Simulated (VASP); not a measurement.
The system is WC.

```
CELL_PARAMETERS angstrom
0.00000 2.19268 2.19268
2.19268 0.00000 2.19268
2.19268 2.19268 0.00000
ATOMIC_POSITIONS crystal
W 0.00000 0.00000 0.00000
C 0.50000 0.50000 0.50000
```

Base run:

| Property | Result |
| --- | --- |
| Program | VASP 6.6.1 |
| Functional | PBEsol |
| Dispersion | D4 |
| Potentials or basis | VASP PAW PBE potentials, release 64 (W_sv, C) |
| Cutoff | 600 eV |
| k mesh | 7 × 7 × 7 |
| Occupations | methfessel-paxton, width 0.05 eV |
| Spin | no spin polarisation |

Its results: band gap on the k mesh zero (band 9 reaches 13.01 eV, above the bottom of band 10 at 10.26 eV); pressure -13.4 GPa.

**Question.** The run is repeated on the same cell with these changes: k mesh from 7 × 7 × 7 to 3 × 3 × 3. What comes out?

**Answer.** Band gap on the k mesh zero (band 9 reaches 12.04 eV, above the bottom of band 10 at 11.21 eV); pressure -6.3 GPa.

Caveats: some runs use coarse meshes; the PAW data sets were made with another functional, which shifts forces and pressure a little; spin-orbit coupling is left out, which moves the levels of the heavy elements; pairwise dispersion overbinds metals, which lowers pressure and volume.
